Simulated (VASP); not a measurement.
# BeTl (Pmmn) in VASP: single point with PBE

Aim: the single point of BeTl with PBE.

Program: VASP 6.6.1. These are calculated values, not measurements. Logs are shortened: lines on timing, memory, paths and dates and some standing lists are left out, and cuts for length are marked.

### 1 The cell of the first run

Symmetry: Pmmn, No. 59, orthorhombic system. Conventional cell: a = 3.208 Å, b = 5.618 Å, c = 4.274 Å, α = 90.00°, β = 90.00°, γ = 90.00°. Be (site symmetry mm2) has 6 Tl at 2.65 to 2.90 Å and 6 Be at 3.21 to 3.52 Å within 3.6 Å. Tl (site symmetry mm2) has 6 Be at 2.65 to 2.90 Å and 6 Tl at 3.21 to 3.54 Å within 3.6 Å.

### 2 Single point, PBE

INCAR

```
SYSTEM = BeTl
PREC = Accurate
ENCUT = 520
EDIFF = 1E-7
ISMEAR = 0
SIGMA = 0.1
LREAL = .FALSE.
LASPH = .TRUE.
NELM = 80
ALGO = Fast
ISIF = 2
LWAVE = .FALSE.
LCHARG = .FALSE.
GGA = PE
NBANDS = 23
```

KPOINTS

```
Automatic mesh
0
G
  14 8 12
  0 0 0
```

POSCAR

```
BeTl
1.0
    3.2080909471      0.0000000000      0.0000000000
    0.0000000000      5.6179430657      0.0000000000
    0.0000000000      0.0000000000      4.2739028746
Be Tl
2 2
Direct
    0.5000000000      0.5000000000      0.8361183601
    0.0000000000      0.0000000000      0.1638816399
    0.0000000000      0.5000000000      0.3305803920
    0.5000000000      0.0000000000      0.6694196080
```

Potentials or basis: VASP PAW PBE potentials, release 64 (Be, Tl_d).

The run is started by

```console
$ cat potpaw_PBE.64/Be/POTCAR potpaw_PBE.64/Tl_d/POTCAR > POTCAR
$ mpirun -np 1 vasp_std > vasp.out
```

OUTCAR:

```text
SYSTEM = BeTl
   PREC = Accurate
   ENCUT = 520
   EDIFF = 1E-7
   ISMEAR = 0
   LREAL = .FALSE.
   LASPH = .TRUE.
   NELM = 80
   ISIF = 2
   GGA = PE

 ion  position               nearest neighbor table
   1  0.500  0.500  0.836-   3 2.65   3 2.65   3 2.69   3 2.69   4 2.90   4 2.90
   2  0.000  0.000  0.164-   4 2.65   4 2.65   4 2.69   4 2.69   3 2.90   3 2.90
   3  0.000  0.500  0.331-   1 2.65   1 2.65   1 2.69   1 2.69   2 2.90   2 2.90   4 3.54   4 3.54
                             4 3.54   4 3.54
   4  0.500  0.000  0.669-   2 2.65   2 2.65   2 2.69   2 2.69   1 2.90   1 2.90   3 3.54   3 3.54
                             3 3.54   3 3.54

  LATTYP: Found a simple orthorhombic cell.
 ALAT       =     3.2080909471
 B/A-ratio  =     1.3322262196
 C/A-ratio  =     1.7511794891

  Lattice vectors:

 A1 = (  -3.2080909471,   0.0000000000,   0.0000000000)
 A2 = (   0.0000000000,   0.0000000000,   4.2739028746)
 A3 = (   0.0000000000,   5.6179430657,   0.0000000000)

Analysis of symmetry for initial positions (statically):
=====================================================================
 Subroutine PRICEL returns:
 Original cell was already a primitive cell.

 Routine SETGRP: Setting up the symmetry group for a
 simple orthorhombic supercell.

 Subroutine GETGRP returns: Found  8 space group operations
 (whereof  4 operations were pure point group operations)
 out of a pool of  8 trial point group operations.

The static configuration has the point symmetry C_2v.
 The point group associated with its full space group is D_2h.

Analysis of symmetry for dynamics (positions and initial velocities):
=====================================================================
 Subroutine PRICEL returns:
 Original cell was already a primitive cell.

 Routine SETGRP: Setting up the symmetry group for a
 simple orthorhombic supercell.

 Subroutine GETGRP returns: Found  8 space group operations
 (whereof  4 operations were pure point group operations)
 out of a pool of  8 trial point group operations.

The dynamic configuration has the point symmetry C_2v.
 The point group associated with its full space group is D_2h.

 Subroutine INISYM returns: Found  8 space group operations
 (whereof  4 operations are pure point group operations),
 and found     1 'primitive' translations

----------------------------------------------------------------------------------------

                                     Primitive cell

  volume of cell :      77.0280
[... 94 lines left out ...]
   LREAL  =      F    real-space projection
   EDIFFG = 0.1E-05   stopping-criterion for IOM
   NSW    =      0    number of steps for IOM
   IBRION =     -1    ionic relax: 0-MD 1-quasi-New 2-CG
   NFREE  =      0    steps in history (QN), initial steepest desc. (CG)
   ISIF   =      2    stress and relaxation
   ISYM   =      2    0-nonsym 1-usesym 2-fastsym
   POTIM  = 0.5000    time-step for ionic-motion
   TEBEG  =    0.0;   TEEND  =   0.0 temperature during run
   PSTRESS=    0.0 pullay stress
   NELECT =      30.0000    total number of electrons
   NUPDOWN=      -1.0000    fix difference up-down
   EMIN   =  10.00;   EMAX   =-10.00  energy-range for DOS
   EFERMI =   0.00;   METHOD = LEGACY
   ISMEAR =     0;   SIGMA  =   0.10  broadening in eV -4-tet -1-fermi 0-gaus
   EFERMI_NEDOS =   21; number of points for ismear=-14 and -15
   IALGO  =     68    algorithm
   IMIX   =      4    mixing-type and parameters
     AMIX     =   0.40;   BMIX     =  1.00
     AMIX_MAG =   1.60;   BMIX_MAG =  1.00
  volume/ion in A,a.u.               =      19.26       129.95
  Fermi-wavevector in a.u.,A,eV,Ry     =   1.195544  2.259251 19.447165  1.429326
  Thomas-Fermi vector in A             =   2.331507
   LORBIT       =      0    0 simple, 1 ext, 2 COOP (PROOUT), +10 PAW based schemes
   GGA     = PE    functional components
   LHFCALC =     F    Hartree Fock is set to
   AEXX    =    0.0000 exact exchange contribution
   IVDW    =     0    specifies the selected vdW correction
   LEPSILON=     F    determine dielectric tensor
   LRPA    =     F    only Hartree local field effects (RPA)
 non-spin polarized calculation
 RMM-DIIS sequential band-by-band and
 Gauss-broadening in eV      SIGMA  =   0.10
  energy-cutoff  :      520.00
  volume of cell :       77.03
 maximum number of plane-waves:      2108
 NGX is ok and might be reduce to    24
   NGX = 11   NGY = 21   NGZ = 15

 number of electron      30.0000017 magnetization

 Free energy of the ion-electron system (eV)
  ---------------------------------------------------
  ext. energy  EPLUGINS =         0.00000000
  ---------------------------------------------------
  free energy    TOTEN  =        -8.84328650 eV

  energy without entropy =       -8.83499352  energy(sigma->0) =       -8.83914001

 E-fermi :   6.3194     XC(G=0): -10.1900

 val. band max:        6.3165988718   @ k =   0.2143   0.2500   0.0833
 cond. band min:       6.3304063375   @ k =   0.2143   0.3750   0.0833
 fundamental gap:      0.0138074658
 Fermi energy:         6.3194100722

 k-point     1 :       0.0000    0.0000    0.0000
  band No.  band energies     occupation
      1      -5.7887      2.00000
      2      -5.6090      2.00000
      3      -5.4670      2.00000
      4      -5.2904      2.00000
      5      -5.2478      2.00000
      6      -5.1129      2.00000
[... 613 lines left out ...]
     22      11.0786      0.00000
     23      12.3972      0.00000

 [... further k-points ...]

------------------------ aborting loop because EDIFF is reached ----------------------------------------

  FORCE on cell =-STRESS in cart. coord.  units (eV):
  Direction    XX          YY          ZZ          XY          YZ          ZX
  --------------------------------------------------------------------------------------
  -------------------------------------------------------------------------------------
  Total       -0.0457868     -0.0132913     -0.0390472      0.0000000      0.0000000      0.0000000
  in kB       -0.9523628     -0.2764589     -0.8121791      0.0000000      0.0000000      0.0000000
  external PRESSURE =      -0.6803336 kB  Pullay stress =       0.0000000 kB

 VOLUME and BASIS-vectors are now :
 -----------------------------------------------------------------------------
  energy-cutoff  :      520.00
  volume of cell :       77.03
      direct lattice vectors                 reciprocal lattice vectors
     3.208090947  0.000000000  0.000000000     0.311711861  0.000000000  0.000000000
     0.000000000  5.617943066  0.000000000     0.000000000  0.178001092  0.000000000
     0.000000000  0.000000000  4.273902875     0.000000000  0.000000000  0.233978176

 POSITION                                       TOTAL-FORCE (eV/Angst)
 -----------------------------------------------------------------------------------
      1.60405      2.80897      3.57349         0.000000      0.000000     -0.002108
      0.00000      0.00000      0.70041         0.000000      0.000000      0.002108
      0.00000      2.80897      1.41287         0.000000      0.000000      0.003799
      1.60405      0.00000      2.86103         0.000000      0.000000     -0.003799
 -----------------------------------------------------------------------------------
    total drift:                                0.000000      0.000000      0.000000

  FREE ENERGIE OF THE ION-ELECTRON SYSTEM (eV)
  ---------------------------------------------------
  free  energy   TOTEN  =        -8.8432865028 eV

  energy  without entropy=       -8.8349935224  energy(sigma->0) =       -8.83914001
```

OSZICAR:

```text
N       E                     dE             d eps       ncg     rms          rms(c)
DAV:   1     0.137125311453E+03    0.13713E+03   -0.15001E+04 12880   0.120E+03
DAV:   2    -0.599683486841E+01   -0.14312E+03   -0.13852E+03 14875   0.265E+02
DAV:   3    -0.907940629741E+01   -0.30826E+01   -0.30570E+01 16138   0.358E+01
DAV:   4    -0.910226860716E+01   -0.22862E-01   -0.22858E-01 14014   0.326E+00
DAV:   5    -0.910266098031E+01   -0.39237E-03   -0.39237E-03 16418   0.445E-01    0.569E+00
RMM:   6    -0.887198985719E+01    0.23067E+00   -0.40747E-01 12887   0.367E+00    0.391E+00
RMM:   7    -0.884632399966E+01    0.25666E-01   -0.13834E-01 13340   0.230E+00    0.162E+00
RMM:   8    -0.884339452499E+01    0.29295E-02   -0.16689E-02 13862   0.811E-01    0.176E-01
RMM:   9    -0.884328165993E+01    0.11287E-03   -0.11230E-03 14675   0.230E-01    0.715E-02
RMM:  10    -0.884328492042E+01   -0.32605E-05   -0.18510E-04 14377   0.100E-01    0.121E-02
RMM:  11    -0.884328726094E+01   -0.23405E-05   -0.42769E-05 15458   0.439E-02    0.514E-03
RMM:  12    -0.884328682286E+01    0.43808E-06   -0.76716E-06 15251   0.164E-02    0.162E-03
RMM:  13    -0.884328675401E+01    0.68851E-07   -0.14529E-06 14128   0.677E-03    0.129E-03
RMM:  14    -0.884328648327E+01    0.27074E-06   -0.26036E-07 10200   0.334E-03    0.237E-04
RMM:  15    -0.884328650282E+01   -0.19549E-07   -0.40116E-08  8722   0.133E-03
   1 F= -.88432865E+01 E0= -.88391400E+01  d E =-.829298E-02
```

It took 3.9 min on 1 thread of Intel Xeon Platinum 8375C at 2.90GHz (Ice Lake), shared host; peak memory 0.5 GiB.

What came out:

| Item | Value |
| --- | --- |
| Free energy | -8.8433 eV |
| Pressure | -0.1 GPa |
| Largest force | 0.004 eV/Å |
| Band gap on the k mesh | zero (bands 15 and 16 overlap by 5.61 eV) |

Forces in eV/Å, atoms in the order of the input:
```
Be   0.000  0.000 -0.002
Be   0.000  0.000  0.002
Tl   0.000  0.000  0.004
Tl   0.000  0.000 -0.004
```

Levels at points of the mesh, in eV from the Fermi level:
| k point | band 13 | band 14 | band 15 | band 16 | band 17 | band 18 |
| --- | --- | --- | --- | --- | --- | --- |
| (0.00, 0.00, 0.00) | -3.94 | -1.74 | -0.68 | 2.20 | 3.16 | 3.28 |
| (0.50, 0.00, 0.00) | -1.97 | -1.97 | 0.05 | 0.05 | 2.77 | 2.77 |
| (0.00, 0.50, 0.00) | -1.18 | -1.18 | 0.91 | 0.91 | 2.12 | 2.12 |
| (0.50, 0.50, 0.00) | -4.16 | -4.16 | 3.19 | 3.19 | 3.26 | 3.26 |
| (0.00, 0.00, 0.50) | -3.70 | -2.82 | -1.72 | -1.10 | 5.36 | 5.89 |
| (0.50, 0.00, 0.50) | -3.43 | -3.43 | -0.64 | -0.64 | 0.53 | 0.53 |
| (0.00, 0.50, 0.50) | -5.33 | -5.33 | 3.33 | 3.33 | 3.82 | 3.82 |
| (0.50, 0.50, 0.50) | -2.76 | -2.76 | -2.26 | -2.26 | -0.81 | -0.81 |

Caveat: spin-orbit coupling is left out, which moves the levels of the heavy elements.
